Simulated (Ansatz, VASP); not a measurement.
**InSb3 in VASP and in Ansatz**

File INCAR:

```
SYSTEM = InSb3
PREC = Accurate ; ENCUT = 500
EDIFF = 1E-6 ; ISMEAR = -1
SIGMA = 0.054 ; LREAL = .FALSE.
LASPH = .TRUE. ; NELM = 120
ALGO = Normal ; ISIF = 2
LWAVE = .FALSE. ; LCHARG = .FALSE.
GGA = PE ; NBANDS = 22
GGA_COMPAT = .FALSE.
```

KPOINTS

```
Automatic mesh
0
G
  1 1 1
  0 0 0
```

File POSCAR:

```
InSb3
1.0
    4.8063670000      0.0000000000      0.0000000000
    0.0000000000      4.8063670000      0.0000000000
    0.0000000000      0.0000000000      4.8063670000
In Sb
1 3
Direct
    0.0000000000      0.0000000000      0.0000000000
    0.5000000000      0.0000000000      0.5000000000
    0.0000000000      0.5000000000      0.5000000000
    0.5000000000      0.5000000000      0.0000000000
```

Input for Ansatz:

```yaml
crystal:
  lattice:
    - [4.806367, 0.0, 0.0]
    - [0.0, 4.806367, 0.0]
    - [0.0, 0.0, 4.806367]
  atoms:
    - { symbol: In, position: [0.0, 0.0, 0.0] }
    - { symbol: Sb, position: [0.5, 0.0, 0.5] }
    - { symbol: Sb, position: [0.0, 0.5, 0.5] }
    - { symbol: Sb, position: [0.5, 0.5, 0.0] }
basis:
  ecutwfc: 420
kpoints:
  mp_grid: { grid: [1, 1, 1] }
hamiltonian:
  xc: pbe
scf:
  occupations: { method: fermi_dirac, width: 0.054 }
  n_extra_bands: 12
  mixing: { algorithm: msr1, ndim: 4, preconditioner: none }
  initial_density: { chi_scale: 0, normalization: atom }
  max_iter: 71
output:
  forces: true
  stress: true
  eigenvalues: true
```

Alike in both runs: task single point; functional PBE; k mesh 1 × 1 × 1; occupations fermi-dirac, width 0.054 eV; no spin polarisation.

```csv
,VASP,Ansatz
version,VASP 6.6.1,Ansatz 0.2.0
potentials or method,"VASP PAW PBE potentials, release 64 (In_d, Sb), cutoff 500 eV","scalar-relativistic, plane waves, PAW"
valence electrons in the cell,28,58
```

|  | VASP | Ansatz | Ansatz less VASP |
| --- | --- | --- | --- |
| pressure (GPa) | 10.9 | 10.9 | 0.00 |

VASP's potentials hold 28 valence electrons a cell and Ansatz's 58, so a difference there can come from the potentials and not from the codes.

The k mesh is coarse, so the values compare programs but aren't converged. Neither program's run includes spin-orbit coupling.
